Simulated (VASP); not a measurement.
# Ba (Fd-3m) in VASP: further runs

Runs on Ba. Level: BLYP. Tasks: single point.

All numbers are computed with VASP 6.6.1; they aren't measurements. Logs are shortened: lines on timing, memory, paths and dates and some standing lists are left out, and cuts for length are marked.

## Step 1: The cell of the first run

Symmetry: Fd-3m, No. 227, cubic system. Conventional cell: a = 10.432 Å, b = 10.432 Å, c = 10.432 Å, α = 90.00°, β = 90.00°, γ = 90.00°.

## Step 2: Single point, BLYP (volume scaled by 0.88)

Input file INCAR:

```
AGGAC = 1.0
AGGAX = 1.0
ALDAC = 0.0
ALDAX = 1.0
ALGO = Normal
EDIFF = 1E-7
ENCUT = 520
GGA = B5
ISIF = 2
ISMEAR = -1
LASPH = True
LCHARG = True
LELF = True
LREAL = False
LVHAR = True
LWAVE = False
NBANDS = 17
NELM = 60
PREC = Accurate
SIGMA = 0.1
```

Input file KPOINTS:

```
k-points
0
Gamma
  6 6 6
```

Input file POSCAR:

```
Ba
1.0
    0.0000000000      5.2160888086      5.2160888086
    5.2160888086      0.0000000000      5.2160888086
    5.2160888086      5.2160888086      0.0000000000
Ba
2
Direct
    0.1250000000      0.1250000000      0.1250000000
    0.8750000000      0.8750000000      0.8750000000
```

Potentials or basis: VASP PAW PBE potentials, release 64 (Ba_sv).

The run is started by

```console
$ cat potpaw_PBE.64/Ba_sv/POTCAR > POTCAR
$ mpirun -np 1 vasp_std > vasp.out
```

OUTCAR:

```text
EDIFF = 1E-7
   ENCUT = 520
   GGA = B5
   ISIF = 2
   ISMEAR = -1
   LASPH = True
   LREAL = False
   NELM = 60
   PREC = Accurate

 ion  position               nearest neighbor table
   1  0.125  0.125  0.125-   2 4.52   2 4.52   2 4.52   2 4.52
   2  0.875  0.875  0.875-   1 4.52   1 4.52   1 4.52   1 4.52

  LATTYP: Found a face centered cubic cell.
 ALAT       =    10.4321776172

  Lattice vectors:

 A1 = (   0.0000000000,   5.2160888086,   5.2160888086)
 A2 = (   5.2160888086,   0.0000000000,   5.2160888086)
 A3 = (   5.2160888086,   5.2160888086,   0.0000000000)

Analysis of symmetry for initial positions (statically):
=====================================================================
 Subroutine PRICEL returns:
 Original cell was already a primitive cell.

 Routine SETGRP: Setting up the symmetry group for a
 face centered cubic supercell.

 Subroutine GETGRP returns: Found 48 space group operations
 (whereof 12 operations were pure point group operations)
 out of a pool of 48 trial point group operations.

The static configuration has the point symmetry D_3d.
 The point group associated with its full space group is O_h .

Analysis of symmetry for dynamics (positions and initial velocities):
=====================================================================
 Subroutine PRICEL returns:
 Original cell was already a primitive cell.

 Routine SETGRP: Setting up the symmetry group for a
 face centered cubic supercell.

 Subroutine GETGRP returns: Found 48 space group operations
 (whereof 12 operations were pure point group operations)
 out of a pool of 48 trial point group operations.

The dynamic configuration has the point symmetry D_3d.
 The point group associated with its full space group is O_h .

 Subroutine INISYM returns: Found 48 space group operations
 (whereof 12 operations are pure point group operations),
 and found     1 'primitive' translations

----------------------------------------------------------------------------------------

                                     Primitive cell

  volume of cell :     283.8343

  direct lattice vectors                    reciprocal lattice vectors
     0.000000000  5.216088809  5.216088809    -0.095857264  0.095857264  0.095857264
     5.216088809  0.000000000  5.216088809     0.095857264 -0.095857264  0.095857264
     5.216088809  5.216088809  0.000000000     0.095857264  0.095857264 -0.095857264

  length of vectors
     7.376663536  7.376663536  7.376663536     0.166029651  0.166029651  0.166029651

[... 70 lines left out ...]
   NELM   =     60;   NELMIN=  2; NELMDL= -5     # of ELM steps
   EDIFF  = 0.1E-06   stopping-criterion for ELM
   LREAL  =      F    real-space projection
   EDIFFG = 0.1E-05   stopping-criterion for IOM
   NSW    =      0    number of steps for IOM
   IBRION =     -1    ionic relax: 0-MD 1-quasi-New 2-CG
   NFREE  =      0    steps in history (QN), initial steepest desc. (CG)
   ISIF   =      2    stress and relaxation
   ISYM   =      2    0-nonsym 1-usesym 2-fastsym
   POTIM  = 0.5000    time-step for ionic-motion
   TEBEG  =    0.0;   TEEND  =   0.0 temperature during run
   PSTRESS=    0.0 pullay stress
   NELECT =      20.0000    total number of electrons
   NUPDOWN=      -1.0000    fix difference up-down
   EMIN   =  10.00;   EMAX   =-10.00  energy-range for DOS
   EFERMI =   0.00;   METHOD = LEGACY
   ISMEAR =    -1;   SIGMA  =   0.10  broadening in eV -4-tet -1-fermi 0-gaus
   EFERMI_NEDOS =   21; number of points for ismear=-14 and -15
   IALGO  =     38    algorithm
   IMIX   =      4    mixing-type and parameters
     AMIX     =   0.40;   BMIX     =  1.00
     AMIX_MAG =   1.60;   BMIX_MAG =  1.00
  volume/ion in A,a.u.               =     141.92       957.70
  Fermi-wavevector in a.u.,A,eV,Ry     =   0.676181  1.277797  6.220872  0.457221
  Thomas-Fermi vector in A             =   1.753418
   LORBIT       =      0    0 simple, 1 ext, 2 COOP (PROOUT), +10 PAW based schemes
   GGA     = B5    functional components
   LHFCALC =     F    Hartree Fock is set to
   AEXX    =    0.0000 exact exchange contribution
   IVDW    =     0    specifies the selected vdW correction
   LEPSILON=     F    determine dielectric tensor
   LRPA    =     F    only Hartree local field effects (RPA)
 non-spin polarized calculation
  energy-cutoff  :      520.00
  volume of cell :      283.83
 maximum number of plane-waves:      7727
   NGX = 27   NGY = 27   NGZ = 27

 number of electron      20.0000001 magnetization

 Free energy of the ion-electron system (eV)
  ---------------------------------------------------
  ext. energy  EPLUGINS =         0.00000000
  ---------------------------------------------------
  free energy    TOTEN  =        -1.02010932 eV

  energy without entropy =       -0.78204786  energy(sigma->0) =       -0.90107859

 E-fermi :   0.0473     XC(G=0):  -4.4291

 val. band max:       -0.0375987315   @ k =  -0.3333   0.1667   0.0000
 cond. band min:       0.0623507446   @ k =   0.3333   0.1667   0.0000
 fundamental gap:      0.0999494761
 Fermi energy:         0.0473369648

 k-point     1 :       0.0000    0.0000    0.0000
  band No.  band energies     occupation
      1     -29.8564      2.00000
      2     -29.8341      2.00000
      3     -15.0898      2.00000
      4     -15.0898      2.00000
      5     -15.0898      2.00000
      6     -14.9785      2.00000
[... 297 lines left out ...]
      4     -15.1109      2.00000
      5     -15.0350      2.00000
      6     -15.0350      2.00000
[... 9 lines left out ...]
     16       0.9749      0.00019
     17       1.7904      0.00000

------------------------ aborting loop because EDIFF is reached ----------------------------------------

  FORCE on cell =-STRESS in cart. coord.  units (eV):
  Direction    XX          YY          ZZ          XY          YZ          ZX
  --------------------------------------------------------------------------------------
  -------------------------------------------------------------------------------------
  Total        0.3119768      0.3119768      0.3119768      0.0000000      0.0000000      0.0000000
  in kB        1.7610351      1.7610351      1.7610351      0.0000000      0.0000000      0.0000000
  external PRESSURE =       1.7610351 kB  Pullay stress =       0.0000000 kB

 VOLUME and BASIS-vectors are now :
 -----------------------------------------------------------------------------
  energy-cutoff  :      520.00
  volume of cell :      283.83
      direct lattice vectors                 reciprocal lattice vectors
     0.000000000  5.216088809  5.216088809    -0.095857264  0.095857264  0.095857264
     5.216088809  0.000000000  5.216088809     0.095857264 -0.095857264  0.095857264
     5.216088809  5.216088809  0.000000000     0.095857264  0.095857264 -0.095857264

 POSITION                                       TOTAL-FORCE (eV/Angst)
 -----------------------------------------------------------------------------------
      1.30402      1.30402      1.30402        -0.000000      0.000000     -0.000000
      9.12816      9.12816      9.12816         0.000000     -0.000000      0.000000
 -----------------------------------------------------------------------------------
    total drift:                                0.000000     -0.000000     -0.000000

  FREE ENERGIE OF THE ION-ELECTRON SYSTEM (eV)
  ---------------------------------------------------
  free  energy   TOTEN  =        -1.0201093199 eV

  energy  without entropy=       -0.7820478624  energy(sigma->0) =       -0.90107859
```

Wall time 1.8 min (1 thread of Intel Xeon Platinum 8488C (Sapphire Rapids), shared host); peak memory 0.43 GiB.

What came out:

```
Free energy            : -1.0201 eV
Pressure               : 0.2 GPa
Band gap on the k mesh : zero (band 10 reaches 0.41 eV, above the bottom of band 11 at 0.10 eV)
```

Levels at points of the mesh, in eV from the Fermi level:
```csv
k point,band 6,band 7,band 8,band 9,band 10,band 11,band 12,band 13,band 14,band 15
"(0.00, 0.00, 0.00)",-15.03,-15.03,-15.03,-1.94,0.37,0.37,0.37,0.37,0.37,1.09
"(0.50, 0.00, 0.00)",-15.03,-15.02,-15.02,-1.24,-0.14,0.31,0.37,0.37,0.44,0.44
"(0.50, 0.50, 0.00)",-15.08,-15.00,-15.00,-0.60,-0.60,0.05,0.05,0.50,0.50,1.24
```

Caveat: the cell differs from its parent crystal (volume scaled by 0.88); the PAW data sets were made with another functional, which shifts forces and pressure a little; spin-orbit coupling is left out, which moves the levels of the heavy elements.

## Step 3: Single point, BLYP

This run uses another cell than the first one, of 161.27 Å³/atom, 1.136 times its volume.

Input file INCAR:

```
SYSTEM = Ba
PREC     = Accurate       ! precision mode
ENCUT    = 520            ! plane-wave cutoff, eV
EDIFF    = 1E-6           ! SCF threshold, eV
ISMEAR   = -1             ! smearing method
SIGMA    = 0.1            ! smearing width, eV
LREAL    = .False.        ! projectors in reciprocal space
LASPH    = .True.         ! aspherical terms in the spheres
NELM     = 80             ! most SCF steps
ALGO     = Normal         ! electronic algorithm
ISIF     = 2              ! what is computed and relaxed
LWAVE    = .False.        ! write WAVECAR
LCHARG   = .False.        ! write CHGCAR
GGA      = B5             ! functional
ALDAX    = 1.0          
AGGAX    = 1.0          
AGGAC    = 1.0          
ALDAC    = 0.0          
NBANDS   = 17             ! bands
```

Input file KPOINTS:

```
Automatic mesh
0
Gamma
  6 6 6
  0 0 0
```

Input file POSCAR:

```
Ba
1.0
    0.0000000000      5.4431556450      5.4431556450
    5.4431556450      0.0000000000      5.4431556450
    5.4431556450      5.4431556450      0.0000000000
Ba
2
Direct
    0.1250000000      0.1250000000      0.1250000000
    0.8750000000      0.8750000000      0.8750000000
```

Potentials or basis: VASP PAW PBE potentials, release 64 (Ba_sv).

The run is started by

```console
$ cat potpaw_PBE.64/Ba_sv/POTCAR > POTCAR
$ mpirun -np 1 vasp_std > vasp.out
```

Wall time 1.7 min (1 thread of Intel Xeon Platinum 8488C (Sapphire Rapids), shared host); peak memory 0.48 GiB.

It converged, with:

- Free energy: -1.0418 eV
- Pressure: 0.0 GPa
- Band gap on the k mesh: zero (band 10 reaches 0.17 eV, above the bottom of band 11 at -0.02 eV)

Levels at points of the mesh, in eV from the Fermi level:
```tsv
k point	band 7	band 8	band 9	band 10	band 11	band 12	band 13	band 14
(0.00, 0.00, 0.00)	-15.17	-15.17	-1.87	0.31	0.31	0.31	0.39	0.39
(0.50, 0.00, 0.00)	-15.16	-15.16	-1.25	-0.23	0.34	0.38	0.38	0.39
(0.50, 0.50, 0.00)	-15.16	-15.16	-0.69	-0.69	0.13	0.13	0.43	0.43
```

Caveat: the PAW data sets were made with another functional, which shifts forces and pressure a little; spin-orbit coupling is left out, which moves the levels of the heavy elements.
